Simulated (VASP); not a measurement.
# Y (P6_3/mmc) in VASP: notebook, part 2 of 3

VASP 6.6.1. Earlier steps stand in the parts before.

## (3) Single point, PBEsol (strain -0.050 along x and y, -0.025 along z)

Input file INCAR:

```
PREC = Accurate ; ENCUT = 520
EDIFF = 1E-6 ; ISMEAR = 0
SIGMA = 0.15 ; LREAL = False
LASPH = True ; NELM = 60
ALGO = Fast ; ISIF = 2
LWAVE = False ; LCHARG = False
GGA = PS ; NBANDS = 18
```

Input file KPOINTS:

```
regular mesh
0
Gamma
  18 18 8
```

Input file POSCAR:

```
Y
1.0
    3.4689242752      0.0000000000      0.0000000000
   -1.7344621376      3.0041765462      0.0000000000
    0.0000000000      0.0000000000      5.6037150000
Y
2
Direct
    0.3333333333      0.6666666667      0.2500000000
    0.6666666667      0.3333333333      0.7500000000
```

Potentials or basis: VASP PAW PBE potentials, release 64 (Y_sv).

Command:

```
$ cat potpaw_PBE.64/Y_sv/POTCAR > POTCAR
$ mpirun -np 1 vasp_std > vasp.out
```

It took 5.4 min on 1 thread of Oxide Virtual Turin-like, shared host; peak memory 0.29 GiB.

It converged, with:

* Free energy: -13.6139 eV
* Pressure: 3.0 GPa
* Band gap on the k mesh: zero (bands 11 and 12 overlap by 1.50 eV)

Stress tensor (GPa, compression positive):
```
3.69 0.00 0.00
0.00 3.69 0.00
0.00 0.00 1.64
```

Levels at points of the mesh, in eV from the Fermi level:
```
           k point  band 8  band 9  band 10  band 11  band 12  band 13  band 14  band 15
(0.00, 0.00, 0.00)  -21.94   -4.89    -2.11     1.09     1.87     1.87     1.94     2.51
(0.50, 0.00, 0.00)  -22.05   -1.72    -1.44    -1.07     0.20     1.44     1.66     2.16
(0.00, 0.00, 0.50)  -22.01   -3.36    -3.36     0.86     0.86     1.83     1.83     1.83
(0.50, 0.00, 0.50)  -22.15   -1.87    -1.87    -0.06    -0.06     1.74     1.74     3.12
```

Caveat: the cell differs from its parent crystal (strain -0.050 along x and y, -0.025 along z); the cell stands under pressure; the PAW data sets were made with another functional, which shifts forces and pressure a little.

## (4) Single point, PBEsol (strain -0.050 along x and y, +0.000 along z)

Input file INCAR:

```
SYSTEM = Y
PREC = Accurate ; ENCUT = 520
EDIFF = 1E-6 ; ISMEAR = 0
SIGMA = 0.15 ; LREAL = .False.
LASPH = .True. ; NELM = 80
ALGO = Fast ; ISIF = 2
LWAVE = .False. ; LCHARG = .False.
GGA = PS ; NBANDS = 18
```

Input file KPOINTS:

```
Automatic mesh
0
Gamma
  18 18 8
  0 0 0
```

Changes to POSCAR since step 3:

```diff
@@ -4,3 +4,3 @@
    -1.7344621376      3.0041765462      0.0000000000
-    0.0000000000      0.0000000000      5.6037150000
+    0.0000000000      0.0000000000      5.7474000000
 Y
```

Potentials or basis: VASP PAW PBE potentials, release 64 (Y_sv).

Command:

```
$ cat potpaw_PBE.64/Y_sv/POTCAR > POTCAR
$ mpirun -np 1 vasp_std > vasp.out
```

OUTCAR:

```text
SYSTEM = Y
   PREC = Accurate
   ENCUT = 520
   EDIFF = 1E-6
   ISMEAR = 0
   LREAL = .False.
   LASPH = .True.
   NELM = 80
   ISIF = 2
   GGA = PS

 ion  position               nearest neighbor table
   1  0.333  0.667  0.250-   2 3.50   2 3.50   2 3.50   2 3.50   2 3.50   2 3.50
   2  0.667  0.333  0.750-   1 3.50   1 3.50   1 3.50   1 3.50   1 3.50   1 3.50

  LATTYP: Found a hexagonal cell.
 ALAT       =     3.4689242752
 C/A-ratio  =     1.6568248667

  Lattice vectors:

 A1 = (   3.4689242752,   0.0000000000,   0.0000000000)
 A2 = (  -1.7344621376,   3.0041765462,   0.0000000000)
 A3 = (   0.0000000000,   0.0000000000,   5.7474000000)

Analysis of symmetry for initial positions (statically):
=====================================================================
 Subroutine PRICEL returns:
 Original cell was already a primitive cell.

 Routine SETGRP: Setting up the symmetry group for a
 hexagonal supercell.

 Subroutine GETGRP returns: Found 24 space group operations
 (whereof 12 operations were pure point group operations)
[... 164 lines left out ...]
  free energy    TOTEN  =       -13.61875796 eV

  energy without entropy =      -13.57412612  energy(sigma->0) =      -13.59644204

 E-fermi :   3.3654     XC(G=0):  -9.9004

 val. band max:        3.3633189340   @ k =   0.2222   0.0000   0.3750
 cond. band min:       3.3678962639   @ k =   0.2778   0.1667   0.1250
 fundamental gap:      0.0045773300
 Fermi energy:         3.3654013238

 k-point     1 :       0.0000    0.0000    0.0000
  band No.  band energies     occupation
      1     -39.0223      2.00000
      2     -38.9334      2.00000
      3     -19.4018      2.00000
      4     -18.7501      2.00000
      5     -18.7501      2.00000
      6     -18.6736      2.00000
[... 481 lines left out ...]
      5     -19.0696      2.00000
      6     -18.9574      2.00000
[... 10 lines left out ...]
     17       8.7936      0.00000
     18       8.9507      0.00000

 [... further k-points ...]

------------------------ aborting loop because EDIFF is reached ----------------------------------------

  FORCE on cell =-STRESS in cart. coord.  units (eV):
  Direction    XX          YY          ZZ          XY          YZ          ZX
  --------------------------------------------------------------------------------------
  -------------------------------------------------------------------------------------
  Total        1.0822875      1.0822875     -0.2108612      0.0000000      0.0000000      0.0000000
  in kB       28.9508634     28.9508634     -5.6404724      0.0000000      0.0000000      0.0000000
  external PRESSURE =      17.4204181 kB  Pullay stress =       0.0000000 kB

 VOLUME and BASIS-vectors are now :
 -----------------------------------------------------------------------------
  energy-cutoff  :      520.00
  volume of cell :       59.90
      direct lattice vectors                 reciprocal lattice vectors
     3.468924275  0.000000000  0.000000000     0.288273805  0.166434959  0.000000000
    -1.734462138  3.004176546  0.000000000     0.000000000  0.332869918  0.000000000
     0.000000000  0.000000000  5.747400000     0.000000000  0.000000000  0.173991718

 POSITION                                       TOTAL-FORCE (eV/Angst)
 -----------------------------------------------------------------------------------
     -0.00000      2.00278      1.43685         0.000000     -0.000000      0.000000
      1.73446      1.00139      4.31055        -0.000000      0.000000      0.000000
 -----------------------------------------------------------------------------------
    total drift:                               -0.000000      0.000000     -0.000000

  FREE ENERGIE OF THE ION-ELECTRON SYSTEM (eV)
  ---------------------------------------------------
  free  energy   TOTEN  =       -13.6187579552 eV

  energy  without entropy=      -13.5741261164  energy(sigma->0) =      -13.59644204
```

OSZICAR:

```text
N       E                     dE             d eps       ncg     rms          rms(c)
DAV:   1     0.894714781651E+02    0.89471E+02   -0.11382E+04  6660   0.117E+03
DAV:   2    -0.661728812291E+01   -0.96089E+02   -0.94491E+02  8322   0.262E+02
DAV:   3    -0.138006406289E+02   -0.71834E+01   -0.71278E+01 11502   0.439E+01
DAV:   4    -0.140073026531E+02   -0.20666E+00   -0.20647E+00  8094   0.729E+00
DAV:   5    -0.140122349354E+02   -0.49323E-02   -0.49309E-02  9520   0.875E-01    0.346E+01
RMM:   6    -0.136767312439E+02    0.33550E+00   -0.39324E-01  7141   0.353E+00    0.214E+01
RMM:   7    -0.136331687793E+02    0.43562E-01   -0.96658E-01  8930   0.543E+00    0.191E+00
RMM:   8    -0.136164989157E+02    0.16670E-01   -0.13031E-01  7755   0.219E+00    0.894E-01
RMM:   9    -0.136185225555E+02   -0.20236E-02   -0.26493E-02 10557   0.717E-01    0.496E-01
RMM:  10    -0.136214102592E+02   -0.28877E-02   -0.11245E-02 12001   0.390E-01    0.200E+00
RMM:  11    -0.136186034711E+02    0.28068E-02   -0.55608E-03  8962   0.638E-01    0.155E-01
RMM:  12    -0.136187676894E+02   -0.16422E-03   -0.63865E-04 10984   0.166E-01    0.324E-01
RMM:  13    -0.136187487904E+02    0.18899E-04   -0.27303E-04 11519   0.909E-02    0.144E-01
RMM:  14    -0.136187500867E+02   -0.12963E-05   -0.12572E-04 11182   0.704E-02    0.113E-02
RMM:  15    -0.136187556461E+02   -0.55594E-05   -0.53306E-05 11126   0.280E-02    0.147E-02
RMM:  16    -0.136187571941E+02   -0.15480E-05   -0.18361E-05  9024   0.148E-02    0.735E-03
RMM:  17    -0.136187579552E+02   -0.76105E-06   -0.74561E-06  7414   0.865E-03
   1 F= -.13618758E+02 E0= -.13596442E+02  d E =-.446318E-01
```

Run time: 5.6 min. Hardware: 1 thread of Oxide Virtual Turin-like, shared host; peak memory 0.3 GiB.

What came out:

```
Free energy            : -13.6188 eV
Pressure               : 1.7 GPa
Band gap on the k mesh : zero (bands 11 and 12 overlap by 1.21 eV)
```

Caveat: the cell differs from its parent crystal (strain -0.050 along x and y, +0.000 along z); the PAW data sets were made with another functional, which shifts forces and pressure a little.

## (5) Single point, PBEsol (strain -0.025 along x and y, -0.050 along z)

Input file INCAR:

```
PREC = Accurate
ENCUT = 520
EDIFF = 1E-6
ISMEAR = 0
SIGMA = 0.15
LREAL = False
LASPH = True
NELM = 80
ALGO = Fast
ISIF = 2
LWAVE = False
LCHARG = True
GGA = PS
LELF = True
LVHAR = True
NBANDS = 18
```

Input file KPOINTS:

```
Automatic mesh
0
Gamma
  18 18 8
```

Input file POSCAR:

```
Y
1.0
    3.5602117562      0.0000000000      0.0000000000
   -1.7801058781      3.0832338237      0.0000000000
    0.0000000000      0.0000000000      5.4600300000
Y
2
Direct
    0.3333333333      0.6666666667      0.2500000000
    0.6666666667      0.3333333333      0.7500000000
```

Command:

```
$ cat potpaw_PBE.64/Y_sv/POTCAR > POTCAR
$ mpirun -np 1 vasp_std > vasp.out
```

Wall time 4 min (1 thread of Oxide Virtual Turin-like, shared host); peak memory 0.29 GiB.

Results (log left out):

| Item | Value |
| --- | --- |
| Free energy | -13.6447 eV |
| Pressure | 1.9 GPa |
| Band gap on the k mesh | zero (bands 11 and 12 overlap by 1.85 eV) |

Stress tensor (GPa, compression positive):
```
1.56 0.00 0.00
0.00 1.56 0.00
0.00 0.00 2.50
```

Levels at points of the mesh, in eV from the Fermi level:
```tsv
k point	band 9	band 10	band 11	band 12	band 13	band 14
(0.00, 0.00, 0.00)	-4.83	-1.98	1.38	1.78	1.78	2.33
(0.50, 0.00, 0.00)	-1.73	-1.37	-0.92	0.01	1.40	1.66
(0.00, 0.00, 0.50)	-3.22	-3.22	1.09	1.09	1.66	1.66
(0.50, 0.00, 0.50)	-1.79	-1.79	0.09	0.09	1.65	1.65
```

Caveat: the cell differs from its parent crystal (strain -0.025 along x and y, -0.050 along z); the PAW data sets were made with another functional, which shifts forces and pressure a little.

(Continued in part 3 of 3.)
